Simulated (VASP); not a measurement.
# Ag (Fm-3m) in VASP: single point with PBEsol

Aim: the single point of Ag with PBEsol.

Program: VASP 6.6.1. These are calculated values, not measurements. Logs are shortened: lines on timing, memory, paths and dates and some standing lists are left out, and cuts for length are marked.

### Step 1. The cell of the first run

Symmetry: Fm-3m, No. 225, cubic system. Conventional cell: a = 4.060 Å, b = 4.060 Å, c = 4.060 Å, α = 90.00°, β = 90.00°, γ = 90.00°. Ag (site symmetry m-3m) has 12 Ag at 2.87 Å within 3.8 Å.

### Step 2. Single point, PBEsol

Contents of INCAR:

```
SYSTEM = Ag
PREC = Accurate
ENCUT = 520
EDIFF = 1E-7
ISMEAR = -1
SIGMA = 0.13605693000000002
LREAL = .FALSE.
LASPH = .TRUE.
NELM = 60
ALGO = Normal
ISIF = 2
LWAVE = .FALSE.
LCHARG = .FALSE.
GGA = PS
NBANDS = 12
```

Contents of KPOINTS:

```
regular mesh
0
G
  14 14 14
  0 0 0
```

Contents of POSCAR:

```
Ag
1.0
    0.0000000000      2.0298441159      2.0298441159
    2.0298441159      0.0000000000      2.0298441159
    2.0298441159      2.0298441159      0.0000000000
Ag
1
Direct
    0.0000000000      0.0000000000      0.0000000000
```

Potentials or basis: VASP PAW PBE potentials, release 64 (Ag).

On the command line:

```sh
> cat potpaw_PBE.64/Ag/POTCAR > POTCAR
> mpirun -np 1 vasp_std > vasp.out
```

OUTCAR:

```text
SYSTEM = Ag
   PREC = Accurate
   ENCUT = 520
   EDIFF = 1E-7
   ISMEAR = -1
   LREAL = .FALSE.
   LASPH = .TRUE.
   NELM = 60
   ISIF = 2
   GGA = PS

 ion  position               nearest neighbor table
   1  0.000  0.000  0.000-

  LATTYP: Found a face centered cubic cell.
 ALAT       =     4.0596882318

  Lattice vectors:

 A1 = (   0.0000000000,   2.0298441159,   2.0298441159)
 A2 = (   2.0298441159,   0.0000000000,   2.0298441159)
 A3 = (   2.0298441159,   2.0298441159,   0.0000000000)

Analysis of symmetry for initial positions (statically):
=====================================================================
 Subroutine PRICEL returns:
 Original cell was already a primitive cell.

 Routine SETGRP: Setting up the symmetry group for a
 face centered cubic supercell.

 Subroutine GETGRP returns: Found 48 space group operations
 (whereof 48 operations were pure point group operations)
 out of a pool of 48 trial point group operations.

The static configuration has the point symmetry O_h .

Analysis of symmetry for dynamics (positions and initial velocities):
=====================================================================
 Subroutine PRICEL returns:
 Original cell was already a primitive cell.

 Routine SETGRP: Setting up the symmetry group for a
 face centered cubic supercell.

 Subroutine GETGRP returns: Found 48 space group operations
 (whereof 48 operations were pure point group operations)
 out of a pool of 48 trial point group operations.

The dynamic configuration has the point symmetry O_h .

 Subroutine INISYM returns: Found 48 space group operations
 (whereof 48 operations are pure point group operations),
 and found     1 'primitive' translations

----------------------------------------------------------------------------------------

                                     Primitive cell

  volume of cell :      16.7270

  direct lattice vectors                    reciprocal lattice vectors
     0.000000000  2.029844116  2.029844116    -0.246324334  0.246324334  0.246324334
     2.029844116  0.000000000  2.029844116     0.246324334 -0.246324334  0.246324334
     2.029844116  2.029844116  0.000000000     0.246324334  0.246324334 -0.246324334

  length of vectors
     2.870633078  2.870633078  2.870633078     0.426646262  0.426646262  0.426646262

  position of ions in fractional coordinates (direct lattice)
     0.000000000  0.000000000  0.000000000

  ion indices of the primitive-cell ions
   primitive index   ion index
                 1           1

----------------------------------------------------------------------------------------

 KPOINTS: regular mesh

Automatic generation of k-mesh.
 Grid dimensions read from file:
 generate k-points for:   14   14   14

 Generating k-lattice:

  Cartesian coordinates                     Fractional coordinates (reciprocal lattice)
    -0.017594595  0.017594595  0.017594595     0.071428571  0.000000000  0.000000000
     0.017594595 -0.017594595  0.017594595     0.000000000  0.071428571  0.000000000
     0.017594595  0.017594595 -0.017594595     0.000000000  0.000000000  0.071428571

  Length of vectors
     0.030474733  0.030474733  0.030474733

  Shift w.r.t. Gamma in fractional coordinates (k-lattice)
     0.000000000  0.000000000  0.000000000

 Subroutine IBZKPT returns following result:
 ===========================================

 Found    104 irreducible k-points:

 Following reciprocal coordinates:
            Coordinates               Weight
  0.000000  0.000000  0.000000      1.000000
  0.071429  0.000000  0.000000      8.000000
  0.142857  0.000000  0.000000      8.000000
  0.214286  0.000000  0.000000      8.000000
  0.285714  0.000000  0.000000      8.000000
  0.357143  0.000000  0.000000      8.000000
[... 16 lines left out ...]
  0.214286  0.142857  0.000000     24.000000
  0.285714  0.142857  0.000000     24.000000
 [... further k-points ...]
   k-points           NKPTS =    104   k-points in BZ     NKDIM =    104   number of bands    NBANDS=     12
   number of dos      NEDOS =    301   number of ions     NIONS =      1
   total plane-waves  NPLWV =  13824
   dimension x,y,z NGX =    24 NGY =   24 NGZ =   24
   dimension x,y,z NGXF=    48 NGYF=   48 NGZF=   48
   ions per type =               1
   NGX,Y,Z   is equivalent  to a cutoff of  13.90, 13.90, 13.90 a.u.
   NGXF,Y,Z  is equivalent  to a cutoff of  27.80, 27.80, 27.80 a.u.
 SYSTEM =  Ag
   PREC   = accura    normal or accurate (medium, high low for compatibility)
   ISTART =      0    job   : 0-new  1-cont  2-samecut
   ICHARG =      2    charge: 1-file 2-atom 10-const
   ISPIN  =      1    spin polarized calculation?
   LNONCOLLINEAR =      F non collinear calculations
   LSORBIT =      F    spin-orbit coupling
   LASPH  =      T    aspherical Exc in radial PAW
   ENCUT  =  520.0 eV  38.22 Ry    6.18 a.u.   5.34  5.34  5.34*2*pi/ulx,y,z
   NELM   =     60;   NELMIN=  2; NELMDL= -5     # of ELM steps
   EDIFF  = 0.1E-06   stopping-criterion for ELM
   LREAL  =      F    real-space projection
   EDIFFG = 0.1E-05   stopping-criterion for IOM
   NSW    =      0    number of steps for IOM
   IBRION =     -1    ionic relax: 0-MD 1-quasi-New 2-CG
   NFREE  =      0    steps in history (QN), initial steepest desc. (CG)
   ISIF   =      2    stress and relaxation
   ISYM   =      2    0-nonsym 1-usesym 2-fastsym
   POTIM  = 0.5000    time-step for ionic-motion
   TEBEG  =    0.0;   TEEND  =   0.0 temperature during run
   PSTRESS=    0.0 pullay stress
   NELECT =      11.0000    total number of electrons
   NUPDOWN=      -1.0000    fix difference up-down
   EMIN   =  10.00;   EMAX   =-10.00  energy-range for DOS
   EFERMI =   0.00;   METHOD = LEGACY
   ISMEAR =    -1;   SIGMA  =   0.14  broadening in eV -4-tet -1-fermi 0-gaus
   EFERMI_NEDOS =   21; number of points for ismear=-14 and -15
   IALGO  =     38    algorithm
   IMIX   =      4    mixing-type and parameters
     AMIX     =   0.40;   BMIX     =  1.00
     AMIX_MAG =   1.60;   BMIX_MAG =  1.00
  volume/ion in A,a.u.               =      16.73       112.88
  Fermi-wavevector in a.u.,A,eV,Ry     =   1.423638  2.690287 27.575559  2.026746
  Thomas-Fermi vector in A             =   2.544215
   LORBIT       =      0    0 simple, 1 ext, 2 COOP (PROOUT), +10 PAW based schemes
   GGA     = PS    functional components
   LHFCALC =     F    Hartree Fock is set to
   AEXX    =    0.0000 exact exchange contribution
   IVDW    =     0    specifies the selected vdW correction
   LEPSILON=     F    determine dielectric tensor
   LRPA    =     F    only Hartree local field effects (RPA)
 non-spin polarized calculation
  energy-cutoff  :      520.00
  volume of cell :       16.73
 maximum number of plane-waves:       464
 NGX is ok and might be reduce to    24
   NGX = 11   NGY = 11   NGZ = 11

 number of electron      11.0000000 magnetization

 Free energy of the ion-electron system (eV)
  ---------------------------------------------------
  ext. energy  EPLUGINS =         0.00000000
  ---------------------------------------------------
  free energy    TOTEN  =        -3.31677184 eV

  energy without entropy =       -3.30028831  energy(sigma->0) =       -3.30853007

 E-fermi :   8.4406     XC(G=0): -12.5270

 val. band max:        8.3188528281   @ k =   0.5000   0.0714   0.0000
 cond. band min:       8.4773904813   @ k =   0.5000   0.2143   0.0714
 fundamental gap:      0.1585376532
 Fermi energy:         8.4405936576

 k-point     1 :       0.0000    0.0000    0.0000
  band No.  band energies     occupation
      1       0.5269      2.00000
      2       3.6584      2.00000
      3       3.6584      2.00000
      4       3.6584      2.00000
      5       4.7414      2.00000
      6       4.7414      2.00000
      7      24.5257      0.00000
      8      28.2120      0.00000
      9      28.2120      0.00000
     10      28.2120      0.00000
     11      33.0802      0.00000
     12      34.3325      0.00000

 k-point     2 :       0.0714    0.0000    0.0000
  band No.  band energies     occupation
      1       0.6885      2.00000
      2       3.6201      2.00000
      3       3.7038      2.00000
      4       3.7038      2.00000
      5       4.7240      2.00000
      6       4.7240      2.00000
      7      24.5564      0.00000
      8      26.9464      0.00000
      9      28.2881      0.00000
     10      28.2881      0.00000
     11      33.0508      0.00000
     12      34.1138      0.00000

 k-point     3 :       0.1429    0.0000    0.0000
  band No.  band energies     occupation
      1       1.1416      2.00000
      2       3.5497      2.00000
      3       3.8084      2.00000
      4       3.8084      2.00000
      5       4.7037      2.00000
      6       4.7037      2.00000
      7      23.6784      0.00000
      8      25.5434      0.00000
      9      28.4497      0.00000
     10      28.4497      0.00000
     11      31.8873      0.00000
     12      33.3763      0.00000
[... 286 lines left out ...]
 k-point    23 :       0.2143    0.1429    0.0000
  band No.  band energies     occupation
      1       1.8248      2.00000
      2       3.1969      2.00000
      3       4.0480      2.00000
      4       4.1168      2.00000
      5       4.5073      2.00000
      6       4.9704      2.00000
      7      23.3723      0.00000
      8      25.2114      0.00000
      9      25.4285      0.00000
     10      27.0429      0.00000
     11      30.5033      0.00000
     12      34.0402      0.00000

 k-point    24 :       0.2857    0.1429    0.0000
  band No.  band energies     occupation
      1       2.3069      2.00000
      2       3.2095      2.00000
      3       3.8983      2.00000
      4       4.1714      2.00000
      5       5.0345      2.00000
      6       5.1408      2.00000
      7      20.6043      0.00000
      8      24.7872      0.00000
      9      24.9003      0.00000
     10      27.1091      0.00000
     11      30.5047      0.00000
     12      33.8402      0.00000

 [... further k-points ...]
[... 5 lines left out ...]
  --------------------------------------------------------------------------------------
  -------------------------------------------------------------------------------------
  Total       -0.0686755     -0.0686755     -0.0686755      0.0000000      0.0000000      0.0000000
  in kB       -6.5780060     -6.5780060     -6.5780060      0.0000000      0.0000000      0.0000000
  external PRESSURE =      -6.5780060 kB  Pullay stress =       0.0000000 kB

 VOLUME and BASIS-vectors are now :
 -----------------------------------------------------------------------------
  energy-cutoff  :      520.00
  volume of cell :       16.73
      direct lattice vectors                 reciprocal lattice vectors
     0.000000000  2.029844116  2.029844116    -0.246324334  0.246324334  0.246324334
     2.029844116  0.000000000  2.029844116     0.246324334 -0.246324334  0.246324334
     2.029844116  2.029844116  0.000000000     0.246324334  0.246324334 -0.246324334

 POSITION                                       TOTAL-FORCE (eV/Angst)
 -----------------------------------------------------------------------------------
      0.00000      0.00000      0.00000        -0.000000     -0.000000     -0.000000
 -----------------------------------------------------------------------------------
    total drift:                                0.000000      0.000000      0.000000

  FREE ENERGIE OF THE ION-ELECTRON SYSTEM (eV)
  ---------------------------------------------------
  free  energy   TOTEN  =        -3.3167718358 eV

  energy  without entropy=       -3.3002883120  energy(sigma->0) =       -3.30853007
```

It took 8 s on 1 thread of AMD EPYC 7R13, shared host; peak memory 0.15 GiB.

What came out:

- Free energy: -3.3168 eV
- Pressure: -0.7 GPa

Levels at points of the mesh, in eV from the Fermi level:
```csv
k point,band 2,band 3,band 4,band 5,band 6,band 7,band 8,band 9,band 10,band 11
"(0.00, 0.00, 0.00)",-4.78,-4.78,-4.78,-3.70,-3.70,16.09,19.77,19.77,19.77,24.64
"(0.50, 0.00, 0.00)",-4.80,-4.80,-2.87,-2.87,-0.45,3.75,15.32,18.07,18.07,23.16
"(0.50, 0.50, 0.00)",-6.34,-2.90,-2.66,-2.66,1.58,6.93,10.76,10.76,17.45,17.53
```

Caveat: the PAW data sets were made with another functional, which shifts forces and pressure a little.
